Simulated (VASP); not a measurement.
# MnSb (rocksalt type) (Fm-3m) in VASP: settings compared, part 2 of 2

VASP 6.6.1. Earlier steps stand in the parts before.

### 3 Single point, LDA, collinear spin, ferromagnetic start

File INCAR:

```
  PREC = Accurate
  ENCUT = 520
  EDIFF = 1E-6
  ISMEAR = -1
  SIGMA = 0.03
  LREAL = F
  LASPH = T
  NELM = 150
  ALGO = Normal
  ISIF = 2
  LWAVE = F
  LCHARG = F
  ISPIN = 2
  MAGMOM = 4 0
  LORBIT = 11
  LMAXMIX = 4
  GGA = CA
  NBANDS = 20
```

File KPOINTS:

```
Automatic mesh
0
Gamma
  11 11 11
```

File POSCAR:

```
MnSb
1.0
    0.0000000000      2.7858175484      2.7858175484
    2.7858175484      0.0000000000      2.7858175484
    2.7858175484      2.7858175484      0.0000000000
Mn Sb
1 1
Direct
    0.0000000000      0.0000000000      0.0000000000
    0.5000000000      0.5000000000      0.5000000000
```

Potentials or basis: VASP PAW LDA potentials, release 64 (Mn_pv, Sb).

The run is started by

```sh
cat potpaw_LDA.64/Mn_pv/POTCAR potpaw_LDA.64/Sb/POTCAR > POTCAR
mpirun -np 1 vasp_std > vasp.out
```

OUTCAR:

```text
PREC = Accurate
   ENCUT = 520
   EDIFF = 1E-6
   ISMEAR = -1
   LREAL = F
   LASPH = T
   NELM = 150
   ISIF = 2
   ISPIN = 2
   LORBIT = 11
   GGA = CA

 ion  position               nearest neighbor table
   1  0.000  0.000  0.000-   2 2.79   2 2.79   2 2.79   2 2.79   2 2.79   2 2.79
   2  0.500  0.500  0.500-   1 2.79   1 2.79   1 2.79   1 2.79   1 2.79   1 2.79

  LATTYP: Found a face centered cubic cell.
 ALAT       =     5.5716350968

  Lattice vectors:

 A1 = (   0.0000000000,   2.7858175484,   2.7858175484)
 A2 = (   2.7858175484,   0.0000000000,   2.7858175484)
 A3 = (   2.7858175484,   2.7858175484,   0.0000000000)

Analysis of symmetry for initial positions (statically):
=====================================================================
 Subroutine PRICEL returns:
 Original cell was already a primitive cell.

 Routine SETGRP: Setting up the symmetry group for a
 face centered cubic supercell.

 Subroutine GETGRP returns: Found 48 space group operations
 (whereof 48 operations were pure point group operations)
 out of a pool of 48 trial point group operations.

The static configuration has the point symmetry O_h .

Analysis of symmetry for dynamics (positions and initial velocities):
=====================================================================
 Subroutine PRICEL returns:
 Original cell was already a primitive cell.

 Routine SETGRP: Setting up the symmetry group for a
 face centered cubic supercell.

 Subroutine GETGRP returns: Found 48 space group operations
 (whereof 48 operations were pure point group operations)
 out of a pool of 48 trial point group operations.

The dynamic configuration has the point symmetry O_h .

Analysis of structural, dynamic, and magnetic symmetry:
=====================================================================
 Subroutine PRICEL returns:
 Original cell was already a primitive cell.

 Routine SETGRP: Setting up the symmetry group for a
 face centered cubic supercell.

 Subroutine GETGRP returns: Found 48 space group operations
 (whereof 48 operations were pure point group operations)
 out of a pool of 48 trial point group operations.

The overall configuration has the point symmetry O_h .

 Subroutine INISYM returns: Found 48 space group operations
 (whereof 48 operations are pure point group operations),
 and found     1 'primitive' translations

----------------------------------------------------------------------------------------

                                     Primitive cell

  volume of cell :      43.2402

  direct lattice vectors                    reciprocal lattice vectors
     0.000000000  2.785817548  2.785817548    -0.179480526  0.179480526  0.179480526
     2.785817548  0.000000000  2.785817548     0.179480526 -0.179480526  0.179480526
     2.785817548  2.785817548  0.000000000     0.179480526  0.179480526 -0.179480526

  length of vectors
     3.939740959  3.939740959  3.939740959     0.310869391  0.310869391  0.310869391

  position of ions in fractional coordinates (direct lattice)
     0.000000000  0.000000000  0.000000000
     0.500000000  0.500000000  0.500000000

  ion indices of the primitive-cell ions
   primitive index   ion index
                 1           1
                 2           2

----------------------------------------------------------------------------------------

[... 64 lines left out ...]
   LNONCOLLINEAR =      F non collinear calculations
   LSORBIT =      F    spin-orbit coupling
   LASPH  =      T    aspherical Exc in radial PAW
   ENCUT  =  520.0 eV  38.22 Ry    6.18 a.u.   7.33  7.33  7.33*2*pi/ulx,y,z
   NELM   =    150;   NELMIN=  2; NELMDL= -5     # of ELM steps
   EDIFF  = 0.1E-05   stopping-criterion for ELM
   LREAL  =      F    real-space projection
   EDIFFG = 0.1E-04   stopping-criterion for IOM
   NSW    =      0    number of steps for IOM
   IBRION =     -1    ionic relax: 0-MD 1-quasi-New 2-CG
   NFREE  =      0    steps in history (QN), initial steepest desc. (CG)
   ISIF   =      2    stress and relaxation
   ISYM   =      2    0-nonsym 1-usesym 2-fastsym
   POTIM  = 0.5000    time-step for ionic-motion
   TEBEG  =    0.0;   TEEND  =   0.0 temperature during run
   PSTRESS=    0.0 pullay stress
   NELECT =      18.0000    total number of electrons
   NUPDOWN=      -1.0000    fix difference up-down
   EMIN   =  10.00;   EMAX   =-10.00  energy-range for DOS
   EFERMI =   0.00;   METHOD = LEGACY
   ISMEAR =    -1;   SIGMA  =   0.03  broadening in eV -4-tet -1-fermi 0-gaus
   EFERMI_NEDOS =   21; number of points for ismear=-14 and -15
   IALGO  =     38    algorithm
   IMIX   =      4    mixing-type and parameters
     AMIX     =   0.40;   BMIX     =  1.00
     AMIX_MAG =   1.60;   BMIX_MAG =  1.00
  volume/ion in A,a.u.               =      21.62       145.90
  Fermi-wavevector in a.u.,A,eV,Ry     =   1.222371  2.309946 20.329697  1.494191
  Thomas-Fermi vector in A             =   2.357520
   LORBIT       =     11    0 simple, 1 ext, 2 COOP (PROOUT), +10 PAW based schemes
   GGA     = CA    functional components
   LHFCALC =     F    Hartree Fock is set to
   AEXX    =    0.0000 exact exchange contribution
   IVDW    =     0    specifies the selected vdW correction
   LEPSILON=     F    determine dielectric tensor
   LRPA    =     F    only Hartree local field effects (RPA)
 spin polarized calculation
  energy-cutoff  :      520.00
  volume of cell :       43.24
 maximum number of plane-waves:      1211
 NGX is ok and might be reduce to    30
   NGX = 15   NGY = 15   NGZ = 15

 number of electron      17.9999991 magnetization       3.6972079

 Free energy of the ion-electron system (eV)
  ---------------------------------------------------
  ext. energy  EPLUGINS =         0.00000000
  ---------------------------------------------------
  free energy    TOTEN  =       -13.99871041 eV

  energy without entropy =      -13.99611117  energy(sigma->0) =      -13.99741079

 E-fermi :   7.4535     XC(G=0): -10.8543

 val. band max:        7.4383262268   @ k =  -0.3636   0.1818   0.0000
 cond. band min:       7.4603269480   @ k =   0.4545   0.2727   0.0000
 fundamental gap:      0.0220007211
 Fermi energy:         7.4535045900

 spin component 1

 k-point     1 :       0.0000    0.0000    0.0000
  band No.  band energies     occupation
      1     -42.0363      1.00000
      2     -42.0363      1.00000
      3     -42.0363      1.00000
      4      -4.0849      1.00000
      5       4.7673      1.00000
      6       4.7673      1.00000
[... 541 lines left out ...]
     19      20.1592      0.00000
     20      20.7644      0.00000

 [... further k-points ...]

 spin component 2

 k-point     1 :       0.0000    0.0000    0.0000
  band No.  band energies     occupation
      1     -38.5916      1.00000
      2     -38.5916      1.00000
      3     -38.5916      1.00000
      4      -3.9233      1.00000
      5       7.5114      0.12690
      6       7.5114      0.12690
[... 541 lines left out ...]
     19      20.5051      0.00000
     20      21.2843      0.00000

 [... further k-points ...]

------------------------ aborting loop because EDIFF is reached ----------------------------------------

  FORCE on cell =-STRESS in cart. coord.  units (eV):
  Direction    XX          YY          ZZ          XY          YZ          ZX
  --------------------------------------------------------------------------------------
  -------------------------------------------------------------------------------------
  Total       -1.9839290     -1.9839290     -1.9839290     -0.0000000     -0.0000000      0.0000000
  in kB      -73.5103874    -73.5103874    -73.5103874     -0.0000000     -0.0000000      0.0000000
  external PRESSURE =     -73.5103874 kB  Pullay stress =       0.0000000 kB

 VOLUME and BASIS-vectors are now :
 -----------------------------------------------------------------------------
  energy-cutoff  :      520.00
  volume of cell :       43.24
      direct lattice vectors                 reciprocal lattice vectors
     0.000000000  2.785817548  2.785817548    -0.179480526  0.179480526  0.179480526
     2.785817548  0.000000000  2.785817548     0.179480526 -0.179480526  0.179480526
     2.785817548  2.785817548  0.000000000     0.179480526  0.179480526 -0.179480526

 POSITION                                       TOTAL-FORCE (eV/Angst)
 -----------------------------------------------------------------------------------
      0.00000      0.00000      0.00000         0.000000      0.000000      0.000000
      2.78582      2.78582      2.78582        -0.000000     -0.000000     -0.000000
 -----------------------------------------------------------------------------------
    total drift:                               -0.000000      0.000000      0.000000

  FREE ENERGIE OF THE ION-ELECTRON SYSTEM (eV)
  ---------------------------------------------------
  free  energy   TOTEN  =       -13.9987104094 eV

  energy  without entropy=      -13.9961111746  energy(sigma->0) =      -13.99741079

 total charge

# of ion       s       p       d       tot
------------------------------------------
    1        0.286   6.182   5.036  11.504
    2        1.152   1.297   0.040   2.488
--------------------------------------------------
tot          1.438   7.478   5.076  13.992

 magnetization (x)

# of ion       s       p       d       tot
------------------------------------------
    1        0.064   0.028   3.481   3.573
    2        0.014  -0.098   0.011  -0.073
--------------------------------------------------
tot          0.078  -0.070   3.492   3.500
```

stdout:

```text
POSCAR found type information on POSCAR MnSb
 POSCAR found :  2 types and       2 ions
 scaLAPACK will be used
 LDA part: xc-table for (Slater(with rela. corr.)+CA(PZ))
 , standard interpolation
 POSCAR, INCAR and KPOINTS ok, starting setup
 FFT: planning ... GRIDC
 FFT: planning ... GRID_SOFT
 FFT: planning ... GRID
 WAVECAR not read
 entering main loop
```

Wall time 1.9 min (1 thread of Oxide Virtual Turin-like, shared host); peak memory 0.18 GiB.

Results:

```yaml
Free_energy: -13.9987 eV
Pressure: -7.4 GPa
Net_moment: 3.70 μB per cell
Site_moments: Mn +3.57; Sb -0.07 μB
Valence_electrons_inside_the_program's_atomic_spheres: Mn 11.50; Sb 2.49
```

Caveat: the cell stands under tension; spin-orbit coupling is left out, which moves the levels of the heavy elements; a cell with one magnetic atom can't hold antiferromagnetic order, which such compounds often take.

### 4 Relaxation of cell and atoms, PBE, collinear spin, ferromagnetic start

This run uses another cell than the first one, of 18.66 Å³/atom.

File INCAR:

```
  ALGO = Normal
  EDIFF = 1E-7
  EDIFFG = -0.005
  ENCUT = 600
  GGA = PE
  IBRION = 2
  ISIF = 3
  ISMEAR = -1
  ISPIN = 2
  LASPH = True
  LCHARG = False
  LMAXMIX = 4
  LORBIT = 11
  LREAL = False
  LWAVE = False
  MAGMOM = 4 0
  NELM = 150
  NSW = 100
  PREC = Accurate
  SIGMA = 0.03
```

File KPOINTS:

```
k-points
0
Gamma
  11 11 11
```

File POSCAR:

```
MnSb
1.0
    0.0000000000      2.6522269105      2.6522269105
    2.6522269105      0.0000000000      2.6522269105
    2.6522269105      2.6522269105      0.0000000000
Mn Sb
1 1
Direct
    0.0000000000      0.0000000000      0.0000000000
    0.5000000000      0.5000000000      0.5000000000
```

Potentials or basis: VASP PAW PBE potentials, release 64 (Mn_pv, Sb).

The run is started by

```sh
cat potpaw_PBE.64/Mn_pv/POTCAR potpaw_PBE.64/Sb/POTCAR > POTCAR
mpirun -np 1 vasp_std > vasp.out
```

It took 6 min on 1 thread of Oxide Virtual Turin-like, shared host; peak memory 0.2 GiB.

It converged, with:

```
Free energy                                           : -12.8579 eV
Relaxed volume                                        : 21.61 Å³/atom
Relaxed cell                                          : a = 3.939 Å, b = 3.939 Å, c = 3.939 Å, α = 60.00°, β = 60.00°, γ = 60.00°
Space group after relaxing (to 0.1 Å)                 : Fm-3m (No. 225)
Energy gained by relaxing                             : 104.8 meV/atom
Ionic steps                                           : 6
Pressure after relaxing                               : 0.0 GPa
Net moment                                            : -3.78 μB per cell
Site moments                                          : Mn -3.72; Sb +0.11 μB
Valence electrons inside the program's atomic spheres : Mn 11.47; Sb 2.48
```

The path:
```csv
step,energy change (eV),largest force (eV/Å),pressure (GPa),volume (Å³)
1,0.0000,0.0000,12.38,37.31
2,-0.1876,0.0000,-2.85,45.65
3,-0.2097,0.0000,-0.09,43.35
4,-0.2097,0.0000,0.06,43.22
5,-0.2097,0.0000,0.04,43.23
6,-0.2097,0.0000,0.02,43.23
```

Final structure:
```xyz
2
Lattice="0.0000 2.7855 2.7855 2.7855 0.0000 2.7855 2.7855 2.7855 0.0000" Properties=species:S:1:pos:R:3 pbc="T T T"
Mn    0.0000    0.0000    0.0000
Sb    2.7855    2.7855    2.7855
```

Levels at points of the mesh, in eV from the Fermi level:
Spin up:
| k point | band 5 | band 6 | band 7 | band 8 | band 9 | band 10 |
| --- | --- | --- | --- | --- | --- | --- |
| (0.00, 0.00, 0.00) | 0.09 | 0.09 | 0.20 | 0.20 | 0.20 | 1.29 |
Spin down:
| k point | band 7 | band 8 | band 9 | band 10 | band 11 | band 12 | band 13 | band 14 | band 15 |
| --- | --- | --- | --- | --- | --- | --- | --- | --- | --- |
| (0.00, 0.00, 0.00) | -3.09 | -2.83 | -2.83 | 1.30 | 1.30 | 1.30 | 5.04 | 8.11 | 8.17 |

Caveat: the volume moved by over 15 % at a fixed basis, so the end points are rough; spin-orbit coupling is left out, which moves the levels of the heavy elements; a cell with one magnetic atom can't hold antiferromagnetic order, which such compounds often take.

### 5 Overview

| task | level | potentials or basis | cell | cutoff (eV) | gap on the mesh (eV) | pressure (GPa) | moment (μB) |
| --- | --- | --- | --- | --- | --- | --- | --- |
| single point | PBE | VASP PAW PBE potentials, release 64 (Mn_pv, Sb) | a = 3.940 Å, angles 60.0°, 2 atoms | 520 | none | 0.1 | 3.78 |
| single point | LDA | VASP PAW LDA potentials, release 64 (Mn_pv, Sb) | a = 3.940 Å, angles 60.0°, 2 atoms | 520 | none | -7.4 | 3.70 |
| relaxation of cell and atoms | PBE | VASP PAW PBE potentials, release 64 (Mn_pv, Sb) | relaxed from a = 3.751 Å, angles 60.0°, 2 atoms | 600 | none | 0.0 | 3.78 |

Alike in all rows: spin collinear, ferromagnetic start; k mesh 11 × 11 × 11; smearing fermi-dirac 0.03 eV.

Caveats: spin-orbit coupling is left out, which moves the levels of the heavy elements; a cell with one magnetic atom can't hold antiferromagnetic order, which such compounds often take; the cell stands under tension (at least some runs); the volume moved by over 15 % at a fixed basis, so the end points are rough (at least some runs).

Absolute energies hang on the potentials; compare differences alone.

The gap in the log of VASP goes by the Fermi energy; the results here count the filled bands.